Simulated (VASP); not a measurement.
Input of a VASP 6.6.1 run:

The input INCAR:

```
SYSTEM = Cu
PREC     = Accurate       ! precision mode
ENCUT    = 820            ! plane-wave cutoff, eV
EDIFF    = 1E-6           ! SCF threshold, eV
ISMEAR   = -1             ! smearing method
SIGMA    = 0.08           ! smearing width, eV
LREAL    = .FALSE.        ! projectors in reciprocal space
LASPH    = .TRUE.         ! aspherical terms in the spheres
NELM     = 120            ! most SCF steps
ALGO     = Normal         ! electronic algorithm
ISIF     = 2              ! what is computed and relaxed
LWAVE    = .FALSE.        ! write WAVECAR
LCHARG   = .FALSE.        ! write CHGCAR
GGA      = PE             ! functional
NBANDS   = 36             ! bands
GGA_COMPAT= .FALSE.
```

File KPOINTS:

```
regular mesh
0
G
  9 9 12
  0 0 0
```

Contents of POSCAR:

```
Cu
1.0
    3.2774109297      0.0000000000      0.0000000000
   -1.6387054648      2.8383211238      0.0000000000
    0.0000000000      0.0000000000      1.9630901127
Cu
3
Direct
    0.0000000000      0.0000000000      0.0000000000
    0.3333333333      0.6666666667      0.5000000000
    0.6666666667      0.3333333333      0.5000000000
```

Potentials or basis: VASP PAW PBE potentials, release 64 (Cu_sv_GW).

Command:

```sh
$ cat potpaw_PBE.64/Cu_sv_GW/POTCAR > POTCAR
$ mpirun -np 1 vasp_std > vasp.out
```

Task: Estimate the pressure.

Result: 513.0 GPa.

Task: Predict the band gap on the k mesh.

Result: Zero (an odd number of electrons rules out a gap without spin polarisation).

Stress tensor (GPa, compression positive):
```
512.95   0.00   0.00
  0.00 512.95   0.00
  0.00   0.00 513.20
```

Caveat: the cell stands under pressure.
